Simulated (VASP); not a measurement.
# MgCd2O3 (Cmc2_1) in VASP: a series of runs

MgCd2O3 is run at these levels: PBE; tasks: relaxation of cell and atoms, single point.

All numbers are computed with VASP 6.6.1; they aren't measurements. Logs are shortened: lines on timing, memory, paths and dates and some standing lists are left out, and cuts for length are marked.

### Step 1. The cell of the first run

Symmetry: Cmc2_1, No. 36, orthorhombic system. Conventional cell: a = 10.600 Å, b = 6.150 Å, c = 5.300 Å, α = 90.00°, β = 90.00°, γ = 90.00°. Within 2.6 Å of Mg (site symmetry m) lie 4 O at 1.96 to 1.99 Å. Cd (site symmetry 1) has 4 O at 2.13 to 2.31 Å within 2.8 Å. Within 2.6 Å of O (site symmetry 1) lie 1 Mg at 1.96 Å and 3 Cd at 2.13 to 2.17 Å. Within 2.6 Å of O (site symmetry m) lie 2 Mg at 1.97 to 1.99 Å and 2 Cd at 2.31 Å.

### Step 2. Relaxation of cell and atoms, PBE

The input, INCAR:

```
ALGO     = Normal         # electronic algorithm
EDIFF    = 1E-7           # SCF threshold, eV
EDIFFG   = -0.08          # ionic threshold
ENCUT    = 840            # plane-wave cutoff, eV
GGA      = PE             # functional
GGA_COMPAT= False        
IBRION   = 2              # ionic algorithm
ISIF     = 3              # what is computed and relaxed
ISMEAR   = 0              # smearing method
LASPH    = True           # aspherical terms in the spheres
LCHARG   = False          # write CHGCAR
LREAL    = False          # projectors in reciprocal space
LWAVE    = False          # write WAVECAR
NELM     = 120            # most SCF steps
NELMIN   = 4            
NSW      = 36             # ionic steps
PREC     = Accurate       # precision mode
SIGMA    = 0.15           # smearing width, eV
```

The input, KPOINTS:

```
k-points
0
Gamma
  2 2 2
```

The input, POSCAR:

```
MgCd2O3
1.0
    5.3000000000     -3.0750000000      0.0000000000
    5.3000000000      3.0750000000      0.0000000000
    0.0000000000      0.0000000000      5.3000000000
Mg Cd O
2 4 6
Direct
    0.1680000000      0.8320000000      0.0050000000
    0.8320000000      0.1680000000      0.5050000000
    0.1700000000      0.4900000000      0.5000000000
    0.5100000000      0.8300000000      0.5000000000
    0.8300000000      0.5100000000      0.0000000000
    0.4900000000      0.1700000000      0.0000000000
    0.1650000000      0.5250000000      0.1000000000
    0.4750000000      0.8350000000      0.1000000000
    0.1350000000      0.8650000000      0.6350000000
    0.5250000000      0.1650000000      0.6000000000
    0.8350000000      0.4750000000      0.6000000000
    0.8650000000      0.1350000000      0.1350000000
```

Potentials or basis: VASP PAW PBE potentials, release 64 (Mg_sv, Cd_sv_GW, O).

Started as:

```bash
> cat potpaw_PBE.64/Mg_sv/POTCAR potpaw_PBE.64/Cd_sv_GW/POTCAR potpaw_PBE.64/O/POTCAR > POTCAR
> mpirun -np 1 vasp_std > vasp.out
```

OUTCAR:

```text
EDIFF = 1E-7
   EDIFFG = -0.08
   ENCUT = 840
   GGA = PE
   IBRION = 2
   ISIF = 3
   ISMEAR = 0
   LASPH = True
   LREAL = False
   NELM = 120
   NELMIN = 4
   NSW = 36
   PREC = Accurate

 ion  position               nearest neighbor table
   1  0.168  0.832  0.005-   7 1.96   8 1.96   9 1.97  12 1.99
   2  0.832  0.168  0.505-  10 1.96  11 1.96  12 1.97   9 1.99
   3  0.170  0.490  0.500-   7 2.13  10 2.16  11 2.17   9 2.31
   4  0.510  0.830  0.500-   8 2.13  11 2.16  10 2.17   9 2.31
   5  0.830  0.510  0.000-  11 2.13   8 2.16   7 2.17  12 2.31
   6  0.490  0.170  0.000-  10 2.13   7 2.16   8 2.17  12 2.31
   7  0.165  0.525  0.100-   1 1.96   3 2.13   6 2.16   5 2.17
   8  0.475  0.835  0.100-   1 1.96   4 2.13   5 2.16   6 2.17
   9  0.135  0.865  0.635-   1 1.97   2 1.99   3 2.31   4 2.31
  10  0.525  0.165  0.600-   2 1.96   6 2.13   3 2.16   4 2.17
  11  0.835  0.475  0.600-   2 1.96   5 2.13   4 2.16   3 2.17
  12  0.865  0.135  0.135-   2 1.97   1 1.99   5 2.31   6 2.31

  LATTYP: Found a base centered orthorhombic cell.
 ALAT       =     6.1500000000
 B/A-ratio  =     1.7235772358
 C/A-ratio  =     0.8617886179

  Lattice vectors:

 A1 = (  -5.3000000000,  -3.0750000000,   0.0000000000)
 A2 = (   5.3000000000,  -3.0750000000,   0.0000000000)
 A3 = (   0.0000000000,   0.0000000000,   5.3000000000)

Analysis of symmetry for initial positions (statically):
=====================================================================
 Subroutine PRICEL returns:
 Original cell was already a primitive cell.

 Routine SETGRP: Setting up the symmetry group for a
 base centered orthorhombic supercell.

 Subroutine GETGRP returns: Found  4 space group operations
 (whereof  2 operations were pure point group operations)
 out of a pool of  8 trial point group operations.

The static configuration has the point symmetry C_1h.
 The point group associated with its full space group is C_2v.

Analysis of symmetry for dynamics (positions and initial velocities):
=====================================================================
 Subroutine PRICEL returns:
 Original cell was already a primitive cell.

 Routine SETGRP: Setting up the symmetry group for a
 base centered orthorhombic supercell.

 Subroutine GETGRP returns: Found  4 space group operations
 (whereof  2 operations were pure point group operations)
 out of a pool of  8 trial point group operations.

The dynamic configuration has the point symmetry C_1h.
 The point group associated with its full space group is C_2v.

 Subroutine INISYM returns: Found  4 space group operations
 (whereof  2 operations are pure point group operations),
[... 145 lines left out ...]
  free energy    TOTEN  =       -54.18718708 eV

  energy without entropy =      -54.18717763  energy(sigma->0) =      -54.18718236

------------------------ aborting loop because EDIFF is reached ----------------------------------------

  FORCE on cell =-STRESS in cart. coord.  units (eV):
  Direction    XX          YY          ZZ          XY          YZ          ZX
  --------------------------------------------------------------------------------------
  -------------------------------------------------------------------------------------
  Total        3.0385427      5.0865542     11.6020609      0.0000000      0.0000000      0.0000000
  in kB       28.1805246     47.1745108    107.6016348      0.0000000      0.0000000      0.0000000
  external PRESSURE =      60.9855567 kB  Pullay stress =       0.0000000 kB
[... 33 lines left out ...]
--------------------------------------- Ionic step        2  -------------------------------------------

 number of electron     136.0000000 magnetization

 E-fermi :   2.0867     XC(G=0):  -9.9979

 val. band max:        1.6658188611   @ k =   0.0000   0.0000   0.0000
 cond. band min:       2.4908738308   @ k =   0.0000   0.0000   0.0000
 fundamental gap:      0.8250549697
 Fermi energy:         2.0867327117

 k-point     1 :       0.0000    0.0000    0.0000
  band No.  band energies     occupation
      1     -98.2478      2.00000
      2     -98.2475      2.00000
      3     -98.2475      2.00000
      4     -98.2475      2.00000
      5     -70.6120      2.00000
      6     -70.6116      2.00000
[... 487 lines left out ...]
     79      11.4610      0.00000
     80      11.4610      0.00000
 [bands above 80 left out]

------------------------ aborting loop because EDIFF is reached ----------------------------------------

  FORCE on cell =-STRESS in cart. coord.  units (eV):
  Direction    XX          YY          ZZ          XY          YZ          ZX
  --------------------------------------------------------------------------------------
  -------------------------------------------------------------------------------------
  Total       -2.9834889     -3.7297875     -3.6425580      0.0000000      0.0000000      0.0000000
  in kB      -25.5944192    -31.9966816    -31.2483671      0.0000000      0.0000000      0.0000000
  external PRESSURE =     -29.6131560 kB  Pullay stress =       0.0000000 kB
[... 263 lines left out ...]
--------------------------------------- Ionic step        8  -------------------------------------------

 number of electron     135.9999997 magnetization

 Free energy of the ion-electron system (eV)
  ---------------------------------------------------
  ext. energy  EPLUGINS =         0.00000000
  ---------------------------------------------------
  free energy    TOTEN  =       -54.72788145 eV

  energy without entropy =      -54.72787318  energy(sigma->0) =      -54.72787732

 E-fermi :   2.3701     XC(G=0): -10.1613

 val. band max:        1.9428091528   @ k =   0.0000   0.0000   0.0000
 cond. band min:       2.7907772406   @ k =   0.0000   0.0000   0.0000
 fundamental gap:      0.8479680878
 Fermi energy:         2.3701414111

 k-point     1 :       0.0000    0.0000    0.0000
  band No.  band energies     occupation
      1     -97.9521      2.00000
      2     -97.9518      2.00000
      3     -97.9518      2.00000
      4     -97.9518      2.00000
      5     -70.2551      2.00000
      6     -70.2546      2.00000
[... 487 lines left out ...]
     79      11.8420      0.00000
     80      11.8420      0.00000
 [bands above 80 left out]

------------------------ aborting loop because EDIFF is reached ----------------------------------------

  FORCE on cell =-STRESS in cart. coord.  units (eV):
  Direction    XX          YY          ZZ          XY          YZ          ZX
  --------------------------------------------------------------------------------------
  -------------------------------------------------------------------------------------
  Total        0.0129252     -0.2177380      0.2073524      0.0000000      0.0000000      0.0000000
  in kB        0.1145115     -1.9290685      1.8370563      0.0000000      0.0000000      0.0000000
  external PRESSURE =       0.0074998 kB  Pullay stress =       0.0000000 kB
[... 27 lines left out ...]
  FREE ENERGIE OF THE ION-ELECTRON SYSTEM (eV)
  ---------------------------------------------------
  free  energy   TOTEN  =       -54.7278814473 eV

  energy  without entropy=      -54.7278731839  energy(sigma->0) =      -54.72787732

 reached required accuracy - stopping structural energy minimisation
```

OSZICAR:

```text
N       E                     dE             d eps       ncg     rms          rms(c)
DAV:   1     0.413044661830E+04    0.41304E+04   -0.96631E+04   972   0.306E+03
[... 103 lines left out ...]
DAV:   4    -0.547278869780E+02    0.18811E-02   -0.33995E-03  1904   0.865E-01    0.116E-01
DAV:   5    -0.547278831932E+02    0.37848E-05   -0.13661E-03  1616   0.305E-01    0.434E-02
DAV:   6    -0.547278814961E+02    0.16971E-05   -0.89544E-05  1456   0.137E-01    0.294E-02
DAV:   7    -0.547278805502E+02    0.94585E-06   -0.30348E-05  1671   0.756E-02    0.720E-03
DAV:   8    -0.547278812715E+02   -0.72133E-06   -0.79410E-06  1496   0.258E-02    0.440E-03
DAV:   9    -0.547278814592E+02   -0.18762E-06   -0.37754E-07   830   0.614E-03    0.271E-03
DAV:  10    -0.547278814473E+02    0.11853E-07   -0.10532E-07   645   0.921E-03
   8 F= -.54727881E+02 E0= -.54727877E+02  d E =-.267243E-02
```

CONTCAR:

```text
MgCd2O3
   1.00000000000000
     5.3247388589580620   -3.0892298927352475    0.0000000000000000
     5.3247388589580620    3.0892298927352475    0.0000000000000000
     0.0000000000000000    0.0000000000000000    5.4969108417856498
  Mg              Cd              O
     2     4     6
Direct
     0.1580379347264537    0.8419620652735462    0.9964429891405248
     0.8419620652735462    0.1580379347264537    0.4964429891405250
     0.1683411799374654    0.5058793964308193    0.5073702291051182
     0.4941206035691808    0.8316588200625346    0.5073702291051182
     0.8316588200625346    0.4941206035691808    0.0073702291051183
     0.5058793964308193    0.1683411799374654    0.0073702291051183
     0.1658407090603677    0.5274736687381403    0.0968483564505239
     0.4725263312618597    0.8341592909396325    0.0968483564505239
     0.1384174749043025    0.8615825250956974    0.6351198397481942
     0.5274736687381403    0.1658407090603677    0.5968483564505239
     0.8341592909396325    0.4725263312618597    0.5968483564505239
     0.8615825250956974    0.1384174749043025    0.1351198397481943

  0.00000000E+00  0.00000000E+00  0.00000000E+00
  0.00000000E+00  0.00000000E+00  0.00000000E+00
  0.00000000E+00  0.00000000E+00  0.00000000E+00
  0.00000000E+00  0.00000000E+00  0.00000000E+00
  0.00000000E+00  0.00000000E+00  0.00000000E+00
  0.00000000E+00  0.00000000E+00  0.00000000E+00
  0.00000000E+00  0.00000000E+00  0.00000000E+00
  0.00000000E+00  0.00000000E+00  0.00000000E+00
  0.00000000E+00  0.00000000E+00  0.00000000E+00
  0.00000000E+00  0.00000000E+00  0.00000000E+00
  0.00000000E+00  0.00000000E+00  0.00000000E+00
  0.00000000E+00  0.00000000E+00  0.00000000E+00
```

Wall time 40 min (1 thread of Intel Xeon 6975P-C (Granite Rapids), shared host); peak memory 0.51 GiB.

Results:

- Free energy: -54.7279 eV
- Relaxed volume: 15.07 Å³/atom
- Relaxed cell: a = 6.156 Å, b = 6.156 Å, c = 5.497 Å, α = 90.00°, β = 90.00°, γ = 60.24°
- Space group after relaxing (to 0.1 Å): Cmc2_1 (No. 36)
- Energy gained by relaxing: 45.1 meV/atom
- Ionic steps: 8
- Pressure after relaxing: 0.0 GPa
- Largest force after relaxing: 0.057 eV/Å
- Band gap on the k mesh: 0.85 eV

Forces on the atoms (eV/Å):
```
Mg   0.000 -0.057 -0.005
Mg   0.000  0.057 -0.005
Cd   0.001  0.032 -0.013
Cd  -0.001  0.032 -0.013
Cd  -0.001 -0.032 -0.013
Cd   0.001 -0.032 -0.013
O   -0.020 -0.002  0.009
O    0.020 -0.002  0.009
O    0.000  0.004  0.012
O   -0.020  0.002  0.009
O    0.020  0.002  0.009
O    0.000 -0.004  0.012
```

The path:
| step | energy change (eV) | largest force (eV/Å) | pressure (GPa) | volume (Å³) |
| --- | --- | --- | --- | --- |
| 1 | 0.0000 | 1.2009 | 6.10 | 172.75 |
| 2 | -0.4115 | 0.5242 | -2.96 | 186.76 |
| 3 | -0.4266 | 0.5545 | -1.70 | 184.27 |
| 4 | -0.5161 | 0.2494 | -0.50 | 181.83 |
| 5 | -0.5276 | 0.2310 | 0.20 | 180.60 |
| 6 | -0.5371 | 0.1121 | 0.01 | 180.86 |
| 7 | -0.5380 | 0.0886 | -0.06 | 180.96 |
| 8 | -0.5407 | 0.0572 | 0.00 | 180.84 |

Final structure:
```xyz
12
Lattice="5.3247 -3.0892 0.0000 5.3247 3.0892 0.0000 0.0000 0.0000 5.4969" Properties=species:S:1:pos:R:3 pbc="T T T"
Mg    5.3247    2.1128    5.4774
Mg    5.3247   -2.1128    2.7289
Cd    3.5900    1.0427    2.7890
Cd    7.0594    1.0427    2.7890
Cd    7.0594   -1.0427    0.0405
Cd    3.5900   -1.0427    0.0405
O     3.6917    1.1172    0.5324
O     6.9578    1.1172    0.5324
O     5.3247    2.2340    3.4912
O     3.6917   -1.1172    3.2808
O     6.9578   -1.1172    3.2808
O     5.3247   -2.2340    0.7427
```

Levels at points of the mesh, in eV from the valence-band top:
```csv
k point,band 66,band 67,band 68,band 69,band 70,band 71
"(0.00, 0.00, 0.00)",-0.10,-0.03,0.00,0.85,4.75,6.19
"(0.50, 0.00, 0.00)",-0.45,-0.36,-0.31,3.26,3.44,5.32
"(0.50, 0.50, 0.00)",-0.50,-0.32,-0.26,3.18,3.65,4.95
"(0.00, 0.00, 0.50)",-0.22,-0.12,-0.12,3.18,3.18,7.03
"(0.50, 0.00, 0.50)",-0.47,-0.41,-0.41,4.48,4.48,4.68
"(0.50, 0.50, 0.50)",-0.49,-0.35,-0.35,4.40,4.40,4.87
```

Caveat: the k points lie up to 0.59 Å⁻¹ apart in the final cell; the relaxation stopped at a loose force limit of 0.08 eV/Å, so its end isn't a converged minimum.

### Step 3. Single point, PBE

This run uses another cell than the first one, of 15.12 Å³/atom.

The input, INCAR:

```
SYSTEM = MgCd2O3
PREC = Accurate
ENCUT = 840
EDIFF = 1E-6
ISMEAR = 0
SIGMA = 0.15
LREAL = .False.
LASPH = .True.
NELM = 120
ALGO = Normal
ISIF = 2
LWAVE = .False.
LCHARG = .True.
GGA = PE
LELF = .True.
LVHAR = .True.
NBANDS = 80
GGA_COMPAT = .False.
```

The input, KPOINTS:

```
regular mesh
0
Gamma
  2 2 2
  0 0 0
```

The input, POSCAR:

```
MgCd2O3
1.0
    5.3189656241     -3.0716041284      0.0000000000
    5.3189656241      3.0716041284      0.0000000000
    0.0000000000      0.0000000000      5.5513859876
Mg Cd O
2 4 6
Direct
    0.1613776008      0.8386223992     -0.0038661085
    0.8386223992      0.1613776008      0.4961338915
    0.1650941836      0.5100657846      0.5039760113
    0.4899342154      0.8349058164      0.5039760113
    0.8349058164      0.4899342154      0.0039760113
    0.5100657846      0.1650941836      0.0039760113
    0.1677093377      0.5251418717      0.0985503522
    0.4748581283      0.8322906623      0.0985503522
    0.1356119275      0.8643880725      0.6388133815
    0.5251418717      0.1677093377      0.5985503522
    0.8322906623      0.4748581283      0.5985503522
    0.8643880725      0.1356119275      0.1388133815
```

Potentials or basis: VASP PAW PBE potentials, release 64 (Mg_sv, Cd_sv_GW, O).

Started as:

```bash
> cat potpaw_PBE.64/Mg_sv/POTCAR potpaw_PBE.64/Cd_sv_GW/POTCAR potpaw_PBE.64/O/POTCAR > POTCAR
> mpirun -np 1 vasp_std > vasp.out
```

It took 3.2 min on 1 thread of Intel Xeon 6975P-C (Granite Rapids), shared host; peak memory 0.54 GiB.

The run converged. Its results:

* Free energy: -54.7496 eV
* Pressure: -0.2 GPa
* Largest force: 0.038 eV/Å
* Band gap on the k mesh: 0.84 eV

Forces on the atoms (eV/Å):
```
Mg   0.000  0.014  0.006
Mg   0.000 -0.014  0.006
Cd  -0.015  0.002  0.007
Cd   0.015  0.002  0.007
Cd   0.015 -0.002  0.007
Cd  -0.015 -0.002  0.007
O   -0.015 -0.015  0.000
O    0.015 -0.015  0.000
O    0.000 -0.032 -0.019
O   -0.015  0.015  0.000
O    0.015  0.015  0.000
O    0.000  0.032 -0.019
```

Stress tensor (GPa, compression positive):
```
-0.12  0.00  0.00
 0.00 -0.22  0.00
 0.00  0.00 -0.15
```

Levels at points of the mesh, in eV from the valence-band top:
```tsv
k point	band 65	band 66	band 67	band 68	band 69	band 70	band 71	band 72
(0.00, 0.00, 0.00)	-0.37	-0.09	-0.02	0.00	0.84	4.75	6.17	6.27
(0.50, 0.00, 0.00)	-0.48	-0.42	-0.34	-0.30	3.26	3.42	5.29	6.31
(0.50, 0.50, 0.00)	-0.57	-0.51	-0.29	-0.24	3.19	3.62	4.94	6.20
(0.00, 0.00, 0.50)	-0.20	-0.20	-0.14	-0.14	3.15	3.15	7.00	7.00
(0.50, 0.00, 0.50)	-0.51	-0.51	-0.46	-0.46	4.45	4.45	4.67	4.67
(0.50, 0.50, 0.50)	-0.53	-0.53	-0.39	-0.39	4.39	4.39	4.81	4.81
```

Caveat: the k points lie up to 0.59 Å⁻¹ apart.
